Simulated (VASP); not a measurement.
Crystal: Si4BW.

```
Si B W
1.0
     3.43102    0.00000    0.00000
     0.00000    3.43102    0.00000
     0.00000    0.00000    5.90241
Si B W
4 1 1
Direct
  0.50000 0.50000 0.78163
  0.50000 0.50000 0.21837
  0.50000 0.00000 0.50000
  0.00000 0.50000 0.50000
  0.50000 0.50000 0.50000
  0.00000 0.00000 0.00000
```

The cell was built from a structure type or drawn by symmetry, and may not be a known phase.

- Program: VASP 6.6.1
- Task: relaxation of cell and atoms
- Functional: PBE
- Potentials or basis: VASP PAW PBE potentials, release 64 (Si, B, W_sv)
- Cutoff: 600 eV
- k mesh: 6 × 6 × 4
- Occupations: gaussian, width 0.1 eV
- Spin: no spin polarisation

At the start: pressure 60.9 GPa; volume 11.58 Å³/atom.

Q: How do energy, volume and symmetry change on relaxing?

A: Over 10 steps the energy falls by 890.7 meV/atom and the volume is 15.44 Å³/atom (+33.3 %); space group P4/mmm (No. 123, to 0.1 Å) before and after.

Step by step:
| step | energy change (eV) | largest force (eV/Å) | pressure (GPa) | volume (Å³) |
| --- | --- | --- | --- | --- |
| 1 | 0.0000 | 10.3504 | 60.95 | 69.48 |
| 2 | -2.1905 | 6.2040 | -9.80 | 123.67 |
| 3 | -5.2419 | 1.3793 | 1.14 | 92.50 |
| 4 | -5.2558 | 1.2094 | 2.10 | 91.60 |
| 5 | -5.2615 | 1.0309 | 3.16 | 90.67 |
| 6 | -5.3262 | 0.0767 | -1.95 | 94.54 |
| 7 | -5.3293 | 0.2233 | -1.12 | 93.80 |
| 8 | -5.3414 | 0.0166 | -0.16 | 92.86 |
| 9 | -5.3425 | 0.0704 | 0.22 | 92.50 |
| 10 | -5.3440 | 0.0374 | 0.02 | 92.63 |

Final structure:
```
CELL_PARAMETERS angstrom
3.76866 0.00000 0.00000
0.00000 3.76866 0.00000
0.00000 0.00000 6.52227
ATOMIC_POSITIONS crystal
Si 0.50000 0.50000 0.82091
Si 0.50000 0.50000 0.17909
Si 0.50000 0.00000 0.50000
Si 0.00000 0.50000 0.50000
B 0.50000 0.50000 0.50000
W 0.00000 0.00000 0.00000
```

Caveat: the volume moved by over 15 % at a fixed basis, so the end points are rough.
